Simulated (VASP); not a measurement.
# Ta (Pm-3m) in VASP: notebook

Runs on Ta. Level: PBEsol. Tasks: single point.

All numbers are computed with VASP 6.6.1; they aren't measurements. Logs are shortened: lines on timing, memory, paths and dates and some standing lists are left out, and cuts for length are marked.

**1. The cell of the first run**

Symmetry: Pm-3m, No. 221, cubic system. The conventional cell has a = 2.284 Å, b = 2.284 Å, c = 2.284 Å, α = 90.00°, β = 90.00°, γ = 90.00°. Ta (site symmetry m-3m) has 6 Ta at 2.28 Å within 3.0 Å.

**2. Single point, PBEsol (volume scaled by 0.6)**

INCAR reads:

```
SYSTEM = Ta
  ALGO = Normal
  EDIFF = 1E-6
  ENCUT = 520
  GGA = PS
  ISIF = 2
  ISMEAR = -1
  LASPH = .True.
  LCHARG = .True.
  LELF = .True.
  LREAL = .False.
  LVHAR = .True.
  LWAVE = .False.
  NBANDS = 12
  NELM = 60
  PREC = Accurate
  SIGMA = 0.05
```

KPOINTS reads:

```
k-points
0
Gamma
  14 14 14
  0 0 0
```

POSCAR reads:

```
Ta
1.0
    2.2841011760      0.0000000000      0.0000000000
    0.0000000000      2.2841011760      0.0000000000
    0.0000000000      0.0000000000      2.2841011760
Ta
1
Direct
    0.0000000000      0.0000000000      0.0000000000
```

Potentials or basis: VASP PAW PBE potentials, release 64 (Ta_pv).

Launch:

```
$ cat potpaw_PBE.64/Ta_pv/POTCAR > POTCAR
$ mpirun -np 1 vasp_std > vasp.out
```

OUTCAR:

```text
SYSTEM = Ta
   EDIFF = 1E-6
   ENCUT = 520
   GGA = PS
   ISIF = 2
   ISMEAR = -1
   LASPH = .True.
   LREAL = .False.
   NELM = 60
   PREC = Accurate

 ion  position               nearest neighbor table
   1  0.000  0.000  0.000-

  LATTYP: Found a simple cubic cell.
 ALAT       =     2.2841011760

  Lattice vectors:

 A1 = (   2.2841011760,   0.0000000000,   0.0000000000)
 A2 = (   0.0000000000,   2.2841011760,   0.0000000000)
 A3 = (   0.0000000000,   0.0000000000,   2.2841011760)

Analysis of symmetry for initial positions (statically):
=====================================================================
 Subroutine PRICEL returns:
 Original cell was already a primitive cell.

 Routine SETGRP: Setting up the symmetry group for a
 simple cubic supercell.

 Subroutine GETGRP returns: Found 48 space group operations
 (whereof 48 operations were pure point group operations)
 out of a pool of 48 trial point group operations.

The static configuration has the point symmetry O_h .

Analysis of symmetry for dynamics (positions and initial velocities):
=====================================================================
 Subroutine PRICEL returns:
 Original cell was already a primitive cell.

 Routine SETGRP: Setting up the symmetry group for a
 simple cubic supercell.

 Subroutine GETGRP returns: Found 48 space group operations
 (whereof 48 operations were pure point group operations)
 out of a pool of 48 trial point group operations.

The dynamic configuration has the point symmetry O_h .

 Subroutine INISYM returns: Found 48 space group operations
 (whereof 48 operations are pure point group operations),
 and found     1 'primitive' translations

----------------------------------------------------------------------------------------

                                     Primitive cell

  volume of cell :      11.9164

  direct lattice vectors                    reciprocal lattice vectors
     2.284101176  0.000000000  0.000000000     0.437808977  0.000000000  0.000000000
     0.000000000  2.284101176  0.000000000     0.000000000  0.437808977  0.000000000
     0.000000000  0.000000000  2.284101176     0.000000000  0.000000000  0.437808977

  length of vectors
     2.284101176  2.284101176  2.284101176     0.437808977  0.437808977  0.437808977

  position of ions in fractional coordinates (direct lattice)
     0.000000000  0.000000000  0.000000000

  ion indices of the primitive-cell ions
   primitive index   ion index
                 1           1

----------------------------------------------------------------------------------------

 KPOINTS: k-points

Automatic generation of k-mesh.
 Grid dimensions read from file:
 generate k-points for:   14   14   14

 Generating k-lattice:

  Cartesian coordinates                     Fractional coordinates (reciprocal lattice)
     0.031272070  0.000000000  0.000000000     0.071428571  0.000000000  0.000000000
     0.000000000  0.031272070  0.000000000     0.000000000  0.071428571  0.000000000
     0.000000000  0.000000000  0.031272070     0.000000000  0.000000000  0.071428571

  Length of vectors
     0.031272070  0.031272070  0.031272070

  Shift w.r.t. Gamma in fractional coordinates (k-lattice)
     0.000000000  0.000000000  0.000000000

 Subroutine IBZKPT returns following result:
 ===========================================

 Found    120 irreducible k-points:

 Following reciprocal coordinates:
            Coordinates               Weight
  0.000000  0.000000  0.000000      1.000000
  0.071429  0.000000  0.000000      6.000000
  0.142857  0.000000  0.000000      6.000000
  0.214286  0.000000  0.000000      6.000000
  0.285714  0.000000  0.000000      6.000000
  0.357143  0.000000  0.000000      6.000000
[... 16 lines left out ...]
  0.285714  0.214286  0.000000     24.000000
  0.357143  0.214286  0.000000     24.000000
 [... further k-points ...]
   k-points           NKPTS =    120   k-points in BZ     NKDIM =    120   number of bands    NBANDS=     12
   number of dos      NEDOS =    301   number of ions     NIONS =      1
   total plane-waves  NPLWV =   5832
   dimension x,y,z NGX =    18 NGY =   18 NGZ =   18
   dimension x,y,z NGXF=    36 NGYF=   36 NGZF=   36
   ions per type =               1
   NGX,Y,Z   is equivalent  to a cutoff of  13.10, 13.10, 13.10 a.u.
   NGXF,Y,Z  is equivalent  to a cutoff of  26.20, 26.20, 26.20 a.u.
 SYSTEM =  Ta
   PREC   = accura    normal or accurate (medium, high low for compatibility)
   ISTART =      0    job   : 0-new  1-cont  2-samecut
   ICHARG =      2    charge: 1-file 2-atom 10-const
   ISPIN  =      1    spin polarized calculation?
   LNONCOLLINEAR =      F non collinear calculations
   LSORBIT =      F    spin-orbit coupling
   LASPH  =      T    aspherical Exc in radial PAW
   ENCUT  =  520.0 eV  38.22 Ry    6.18 a.u.   4.25  4.25  4.25*2*pi/ulx,y,z
   NELM   =     60;   NELMIN=  2; NELMDL= -5     # of ELM steps
   EDIFF  = 0.1E-05   stopping-criterion for ELM
   LREAL  =      F    real-space projection
   EDIFFG = 0.1E-04   stopping-criterion for IOM
   NSW    =      0    number of steps for IOM
   IBRION =     -1    ionic relax: 0-MD 1-quasi-New 2-CG
   NFREE  =      0    steps in history (QN), initial steepest desc. (CG)
   ISIF   =      2    stress and relaxation
   ISYM   =      2    0-nonsym 1-usesym 2-fastsym
   POTIM  = 0.5000    time-step for ionic-motion
   TEBEG  =    0.0;   TEEND  =   0.0 temperature during run
   PSTRESS=    0.0 pullay stress
   NELECT =      11.0000    total number of electrons
   NUPDOWN=      -1.0000    fix difference up-down
   EMIN   =  10.00;   EMAX   =-10.00  energy-range for DOS
   EFERMI =   0.00;   METHOD = LEGACY
   ISMEAR =    -1;   SIGMA  =   0.05  broadening in eV -4-tet -1-fermi 0-gaus
   EFERMI_NEDOS =   21; number of points for ismear=-14 and -15
   IALGO  =     38    algorithm
   IMIX   =      4    mixing-type and parameters
     AMIX     =   0.40;   BMIX     =  1.00
     AMIX_MAG =   1.60;   BMIX_MAG =  1.00
  volume/ion in A,a.u.               =      11.92        80.42
  Fermi-wavevector in a.u.,A,eV,Ry     =   1.594008  3.012238 34.570502  2.540860
  Thomas-Fermi vector in A             =   2.692149
   LORBIT       =      0    0 simple, 1 ext, 2 COOP (PROOUT), +10 PAW based schemes
   GGA     = PS    functional components
   LHFCALC =     F    Hartree Fock is set to
   AEXX    =    0.0000 exact exchange contribution
   IVDW    =     0    specifies the selected vdW correction
   LEPSILON=     F    determine dielectric tensor
   LRPA    =     F    only Hartree local field effects (RPA)
 non-spin polarized calculation
  energy-cutoff  :      520.00
  volume of cell :       11.92
 maximum number of plane-waves:       341
 NGX is ok and might be reduce to    18
   NGX =  9   NGY =  9   NGZ =  9

 number of electron      11.0000001 magnetization

 Free energy of the ion-electron system (eV)
  ---------------------------------------------------
  ext. energy  EPLUGINS =         0.00000000
  ---------------------------------------------------
  free energy    TOTEN  =        -7.81844271 eV

  energy without entropy =       -7.81180531  energy(sigma->0) =       -7.81512401

 E-fermi :   9.6461     XC(G=0): -14.8852

 val. band max:        9.6450238739   @ k =   0.3571   0.2857   0.2143
 cond. band min:       9.6473752528   @ k =   0.4286   0.0714   0.0000
 fundamental gap:      0.0023513790
 Fermi energy:         9.6461148205

 k-point     1 :       0.0000    0.0000    0.0000
  band No.  band energies     occupation
      1     -22.3161      2.00000
      2     -22.3161      2.00000
      3     -22.3161      2.00000
      4       0.4023      2.00000
      5       3.7714      2.00000
      6       3.7714      2.00000
      7      20.5117      0.00000
      8      20.5117      0.00000
      9      20.5117      0.00000
     10      24.8531      0.00000
     11      30.5723      0.00000
     12      30.5723      0.00000

 k-point     2 :       0.0714    0.0000    0.0000
  band No.  band energies     occupation
      1     -22.6487      2.00000
      2     -22.2896      2.00000
      3     -22.2896      2.00000
      4       0.7006      2.00000
      5       3.8509      2.00000
      6       4.2186      2.00000
      7      19.7911      0.00000
      8      19.7911      0.00000
      9      20.5582      0.00000
     10      24.8491      0.00000
     11      29.3471      0.00000
     12      31.3053      0.00000

 k-point     3 :       0.1429    0.0000    0.0000
  band No.  band energies     occupation
      1     -23.5184      2.00000
      2     -22.2148      2.00000
      3     -22.2148      2.00000
      4       1.3937      2.00000
      5       4.0796      2.00000
      6       5.5809      2.00000
      7      18.1649      0.00000
      8      18.1649      0.00000
      9      20.6900      0.00000
     10      24.8299      0.00000
     11      27.0689      0.00000
     12      32.9392      0.00000

 k-point     4 :       0.2143    0.0000    0.0000
  band No.  band energies     occupation
      1     -24.6464      2.00000
      2     -22.1049      2.00000
      3     -22.1049      2.00000
      4       2.2211      2.00000
      5       4.4281      2.00000
      6       7.6391      2.00000
      7      16.3519      0.00000
      8      16.3519      0.00000
      9      20.8854      0.00000
     10      24.6415      0.00000
     11      25.2042      0.00000
     12      31.6616      0.00000

 k-point     5 :       0.2857    0.0000    0.0000
  band No.  band energies     occupation
      1     -25.7659      2.00000
      2     -21.9803      2.00000
      3     -21.9803      2.00000
      4       3.1163      2.00000
      5       4.8439      2.00000
      6       9.7117      0.42418
      7      14.7260      0.00000
      8      14.7260      0.00000
      9      21.1094      0.00000
     10      23.8581      0.00000
     11      24.9329      0.00000
     12      29.2570      0.00000

 k-point     6 :       0.3571    0.0000    0.0000
  band No.  band energies     occupation
      1     -26.6840      2.00000
      2     -21.8655      2.00000
      3     -21.8655      2.00000
      4       4.0318      2.00000
      5       5.2497      2.00000
      6      10.9164      0.00000
      7      13.4689      0.00000
      8      13.4689      0.00000
      9      21.3181      0.00000
     10      24.4246      0.00000
     11      25.0294      0.00000
     12      27.4200      0.00000

 k-point     7 :       0.4286    0.0000    0.0000
  band No.  band energies     occupation
      1     -27.2790      2.00000
      2     -21.7847      2.00000
      3     -21.7847      2.00000
      4       4.8071      2.00000
      5       5.5513      2.00000
      6      11.0827      0.00000
      7      12.6795      0.00000
      8      12.6795      0.00000
      9      21.4666      0.00000
     10      24.8130      0.00000
     11      26.2561      0.00000
     12      26.8786      0.00000

 k-point     8 :       0.5000    0.0000    0.0000
  band No.  band energies     occupation
      1     -27.4843      2.00000
      2     -21.7555      2.00000
      3     -21.7555      2.00000
      4       5.1344      2.00000
      5       5.6637      2.00000
      6      10.9787      0.00000
      7      12.4107      0.00000
      8      12.4107      0.00000
      9      21.5205      0.00000
     10      24.8279      0.00000
     11      25.8558      0.00000
     12      28.5110      0.00000
[... 166 lines left out ...]
 k-point    20 :       0.4286    0.1429    0.0000
  band No.  band energies     occupation
      1     -27.1244      2.00000
      2     -22.8914      2.00000
      3     -21.6902      2.00000
      4       5.4306      2.00000
      5       6.9502      2.00000
      6       8.2554      2.00000
      7      12.9649      0.00000
      8      15.1279      0.00000
      9      19.4995      0.00000
     10      24.8138      0.00000
     11      26.7931      0.00000
     12      28.8999      0.00000

 k-point    21 :       0.5000    0.1429    0.0000
  band No.  band energies     occupation
      1     -27.3280      2.00000
      2     -22.8571      2.00000
      3     -21.6614      2.00000
      4       5.7473      2.00000
      5       7.0896      2.00000
      6       7.8754      2.00000
      7      12.6995      0.00000
      8      15.2172      0.00000
      9      19.5684      0.00000
     10      24.8246      0.00000
     11      28.0753      0.00000
     12      28.3991      0.00000

 k-point    22 :       0.2143    0.2143    0.0000
  band No.  band energies     occupation
      1     -24.4762      2.00000
      2     -24.2638      2.00000
      3     -21.8992      2.00000
      4       3.8010      2.00000
      5       6.6723      2.00000
      6       9.2367      1.99944
      7      12.9076      0.00000
      8      16.4058      0.00000
      9      17.4823      0.00000
     10      24.8242      0.00000
     11      27.2991      0.00000
     12      28.9083      0.00000

 k-point    23 :       0.2857    0.2143    0.0000
  band No.  band energies     occupation
      1     -25.4744      2.00000
      2     -24.1976      2.00000
      3     -21.7779      2.00000
      4       4.4051      2.00000
      5       6.6319      2.00000
      6      10.3493      0.00000
      7      13.3360      0.00000
      8      15.2238      0.00000
      9      17.3984      0.00000
     10      24.8058      0.00000
     11      26.0575      0.00000
     12      29.5957      0.00000

 k-point    24 :       0.3571    0.2143    0.0000
  band No.  band energies     occupation
      1     -26.3710      2.00000
      2     -24.0509      2.00000
      3     -21.6663      2.00000
      4       4.8817      2.00000
      5       6.2706      2.00000
      6      10.4569      0.00000
      7      14.0474      0.00000
      8      15.1398      0.00000
      9      17.6423      0.00000
     10      24.7842      0.00000
     11      25.6244      0.00000
     12      30.7937      0.00000

 [... further k-points ...]
[... 5 lines left out ...]
  --------------------------------------------------------------------------------------
  -------------------------------------------------------------------------------------
  Total       16.5998481     16.5998481     16.5998481      0.0000000      0.0000000     -0.0000000
  in kB     2231.8689164   2231.8689164   2231.8689164      0.0000000      0.0000000     -0.0000000
  external PRESSURE =    2231.8689164 kB  Pullay stress =       0.0000000 kB

 VOLUME and BASIS-vectors are now :
 -----------------------------------------------------------------------------
  energy-cutoff  :      520.00
  volume of cell :       11.92
      direct lattice vectors                 reciprocal lattice vectors
     2.284101176  0.000000000  0.000000000     0.437808977  0.000000000  0.000000000
     0.000000000  2.284101176  0.000000000     0.000000000  0.437808977  0.000000000
     0.000000000  0.000000000  2.284101176     0.000000000  0.000000000  0.437808977

 POSITION                                       TOTAL-FORCE (eV/Angst)
 -----------------------------------------------------------------------------------
      0.00000      0.00000      0.00000         0.000000      0.000000      0.000000
 -----------------------------------------------------------------------------------
    total drift:                                0.000000      0.000000      0.000000

  FREE ENERGIE OF THE ION-ELECTRON SYSTEM (eV)
  ---------------------------------------------------
  free  energy   TOTEN  =        -7.8184427134 eV

  energy  without entropy=       -7.8118053109  energy(sigma->0) =       -7.81512401
```

It took 8.3 s on 1 thread of Intel Xeon 6975P-C, shared host; peak memory 0.13 GiB.

Results:

```
Free energy : -7.8184 eV
Pressure    : 223.2 GPa
```

Levels at points of the mesh, in eV from the Fermi level:
```tsv
k point	band 3	band 4	band 5	band 6	band 7	band 8	band 9	band 10
(0.00, 0.00, 0.00)	-31.96	-9.24	-5.87	-5.87	10.87	10.87	10.87	15.21
(0.50, 0.00, 0.00)	-31.40	-4.51	-3.98	1.33	2.76	2.76	11.87	15.18
(0.50, 0.50, 0.00)	-30.88	-9.07	-1.93	4.52	4.52	9.58	9.58	15.16
(0.50, 0.50, 0.50)	-35.45	-6.08	-6.08	-6.08	6.40	15.14	17.12	17.12
```

Caveat: the PAW data sets were made with another functional, which shifts forces and pressure a little; spin-orbit coupling is left out, which moves the levels of the heavy elements.

**3. Single point, PBEsol (volume scaled by 0.7)**

INCAR reads:

```
PREC = Accurate ; ENCUT = 520
EDIFF = 1E-6 ; ISMEAR = -1
SIGMA = 0.05 ; LREAL = F
LASPH = T ; NELM = 60
ALGO = Normal ; ISIF = 2
LWAVE = F ; LCHARG = F
GGA = PS ; NBANDS = 12
```

KPOINTS reads:

```
Automatic mesh
0
Gamma
  14 14 14
```

POSCAR reads:

```
Ta
1.0
    2.4045340642      0.0000000000      0.0000000000
    0.0000000000      2.4045340642      0.0000000000
    0.0000000000      0.0000000000      2.4045340642
Ta
1
Direct
    0.0000000000      0.0000000000      0.0000000000
```

Potentials or basis: VASP PAW PBE potentials, release 64 (Ta_pv).

Launch:

```
$ cat potpaw_PBE.64/Ta_pv/POTCAR > POTCAR
$ mpirun -np 1 vasp_std > vasp.out
```

Run time: 8.3 s. Hardware: 1 thread of Intel Xeon 6975P-C, shared host; peak memory 0.13 GiB.

Results (log left out):

* Free energy: -9.8314 eV
* Pressure: 113.5 GPa

Levels at points of the mesh, in eV from the Fermi level:
```tsv
k point	band 3	band 4	band 5	band 6	band 7	band 8	band 9	band 10
(0.00, 0.00, 0.00)	-32.32	-8.78	-4.69	-4.69	9.32	9.32	9.32	15.07
(0.50, 0.00, 0.00)	-31.96	-4.39	-3.12	0.79	2.76	2.76	10.11	15.03
(0.50, 0.50, 0.00)	-31.62	-7.25	-1.79	4.17	4.17	8.06	8.06	13.78
(0.50, 0.50, 0.50)	-34.78	-4.70	-4.70	-4.70	6.94	14.34	14.34	15.06
```

Caveat: the PAW data sets were made with another functional, which shifts forces and pressure a little; spin-orbit coupling is left out, which moves the levels of the heavy elements.

(Part 1 of 2 ends here.)
